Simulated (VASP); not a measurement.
Set up this calculation in VASP 6.6.1, as the native input.

* Task: single point
* Functional: PBEsol-based global hybrid with 25 % exact exchange
* Potentials or basis: VASP PAW PBE potentials, release 64 (Sn_d, O)
* Cutoff: 520 eV
* k mesh: 4 × 4 × 3
* Occupations: fermi-dirac, width 0.05 eV
* Spin: no spin polarisation
* Dipole correction: no
* Grid for exact exchange (PRECFOCK): Normal
* Share of exact exchange: 0.25
* Further INCAR settings: ALGO = Normal; EDIFF = 1e-06; NBANDS = 28

SnO:

```
CELL_PARAMETERS angstrom
3.81370 0.00000 0.00000
0.00000 3.81370 0.00000
0.00000 0.00000 4.88691
ATOMIC_POSITIONS crystal
Sn 0.50000 0.00000 0.76463
Sn 0.00000 0.50000 0.23537
O 0.00000 0.00000 0.00000
O 0.50000 0.50000 0.00000
```

These files were run (other wordings do the same):

POSCAR

```
SnO
1.0
    3.8136952200      0.0000000000      0.0000000000
    0.0000000000      3.8136952200      0.0000000000
    0.0000000000      0.0000000000      4.8869133000
Sn O
2 2
Direct
    0.5000000000      0.0000000000      0.7646261400
    0.0000000000      0.5000000000      0.2353738600
    0.0000000000      0.0000000000      0.0000000000
    0.5000000000      0.5000000000      0.0000000000
```

INCAR.step1

```
ALGO     = Normal         # electronic algorithm
EDIFF    = 1E-5           # SCF threshold, eV
ENCUT    = 520            # plane-wave cutoff, eV
GGA      = PE             # functional
ISIF     = 2              # what is computed and relaxed
ISMEAR   = -1             # smearing method
LASPH    = T              # aspherical terms in the spheres
LCHARG   = F              # write CHGCAR
LREAL    = F              # projectors in reciprocal space
LWAVE    = T              # write WAVECAR
NBANDS   = 28             # bands
NELM     = 100            # most SCF steps
PREC     = Accurate       # precision mode
SIGMA    = 0.05           # smearing width, eV
```

INCAR.step2

```
AEXX     = 0.25           # exact-exchange fraction
ALGO     = Normal         # electronic algorithm
EDIFF    = 1E-6           # SCF threshold, eV
ENCUT    = 520            # plane-wave cutoff, eV
GGA      = PS             # functional
ISIF     = 2              # what is computed and relaxed
ISMEAR   = -1             # smearing method
ISTART   = 1            
LASPH    = T              # aspherical terms in the spheres
LCHARG   = F              # write CHGCAR
LHFCALC  = T              # exact exchange
LREAL    = F              # projectors in reciprocal space
LWAVE    = F              # write WAVECAR
NBANDS   = 28             # bands
NELM     = 100            # most SCF steps
PREC     = Accurate       # precision mode
PRECFOCK = Normal       
SIGMA    = 0.05           # smearing width, eV
```

KPOINTS

```
k-points
0
Gamma
  4 4 3
```

Potentials or basis: VASP PAW PBE potentials, release 64 (Sn_d, O).

The run is started by

```console
$ cat potpaw_PBE.64/Sn_d/POTCAR potpaw_PBE.64/O/POTCAR > POTCAR
$ cp INCAR.step1 INCAR
$ mpirun -np 1 vasp_std > vasp.out
$ cp INCAR.step2 INCAR
$ mpirun -np 1 vasp_std > vasp.out
```

Results of the run:

```json
{
  "Pressure": "-3.5 GPa",
  "Largest force": "0.369 eV/Å",
  "Band gap on the k mesh": "1.20 eV (least direct gap 3.36 eV)"
}
```

Caveat: the k points lie up to 0.43 Å⁻¹ apart; the PAW data sets were made with another functional, which shifts forces and pressure a little; spin-orbit coupling is left out, which moves the levels of the heavy elements; an odd mesh through Γ misses points on the zone boundary, where band edges can lie.

It took 54 min on 1 thread of Oxide Virtual Turin-like Processor, on a shared host, peak memory 0.17 GiB.
